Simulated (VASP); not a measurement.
Si3Sn:

```
Si Sn
1.0
     3.05368    0.00000    0.00000
    -1.52684    2.64456    0.00000
     0.00000    0.00000    9.15198
Si Sn
3 1
Direct
  0.33333 0.66667 0.70945
  0.33333 0.66667 0.29055
  0.66667 0.33333 0.50000
  0.66667 0.33333 0.00000
```

```yaml
Program: VASP 6.6.1
Task: relaxation of cell and atoms
Functional: PBE
Potentials_or_basis: VASP PAW PBE potentials, release 64 (Si, Sn_d)
Cutoff: 600 eV
k_mesh: 18 × 18 × 6
Occupations: gaussian, width 0.1 eV
Spin: no spin polarisation
```

At the start: pressure 0.3 GPa; volume 18.48 Å³/atom.

Q: How do energy, volume and symmetry change on relaxing?

A: Over 13 steps the energy falls by 184.5 meV/atom and the volume is 19.71 Å³/atom (+6.7 %); space group P-6m2 (No. 187, to 0.05 Å).

The path:
```
step  energy change (eV)  largest force (eV/Å)  pressure (GPa)  volume (Å³)
   1              0.0000                0.1291            0.28        73.91
   2             -0.0242                0.0945            0.14        74.25
   3             -0.1017                0.2648            0.07        75.15
   4             -0.3289                0.4141            0.25        76.41
   5             -0.6318                0.8422            3.09        76.44
   6             -0.6527                0.2872            1.00        76.86
   7             -0.7249                0.0707            2.03        76.74
   8             -0.7038                0.1879           -1.44        80.98
   9             -0.7317                0.1049            0.76        78.13
  10             -0.7366                0.1156           -0.19        78.85
  11             -0.7370                0.0689            0.00        78.69
  12             -0.7374                0.0519            0.01        78.73
  13             -0.7380                0.0017            0.05        78.83
```

Final structure:
```
CELL_PARAMETERS angstrom
3.56268 0.00000 0.00000
-1.78134 3.08537 0.00000
0.00000 0.00000 7.17158
ATOMIC_POSITIONS crystal
Si 0.33333 0.66667 0.69440
Si 0.33333 0.66667 0.30560
Si 0.66667 0.33333 0.50000
Sn 0.66667 0.33333 0.00000
```
